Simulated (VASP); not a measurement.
A run of VASP 6.6.1:

The input INCAR:

```
PREC = Accurate
ENCUT = 520
EDIFF = 1E-6
ISMEAR = -1
SIGMA = 0.05
LREAL = False
LASPH = True
NELM = 150
ALGO = Normal
ISIF = 2
LWAVE = False
LCHARG = False
ISPIN = 2
MAGMOM = 1
LORBIT = 11
LMAXMIX = 6
GGA = PS
NBANDS = 22
```

The input KPOINTS:

```
Automatic mesh
0
Gamma
  8 8 8
```

Contents of POSCAR:

```
Yb
1.0
    0.0000000000      2.7060265364      2.7060265364
    2.7060265364      0.0000000000      2.7060265364
    2.7060265364      2.7060265364      0.0000000000
Yb
1
Direct
    0.0000000000      0.0000000000      0.0000000000
```

Potentials or basis: VASP PAW PBE potentials, release 64 (Yb).

Launch:

```bash
$ cat potpaw_PBE.64/Yb/POTCAR > POTCAR
$ mpirun -np 1 vasp_std > vasp.out
```

Hardware: 1 thread of Intel Xeon 8259CL, on a shared host.

Estimate the wall time of this run.

It took 4.2 min on 1 thread of Intel Xeon 8259CL, with other jobs on the host, peak memory 0.21 GiB. Counts: scf iterations 39, k points 29.
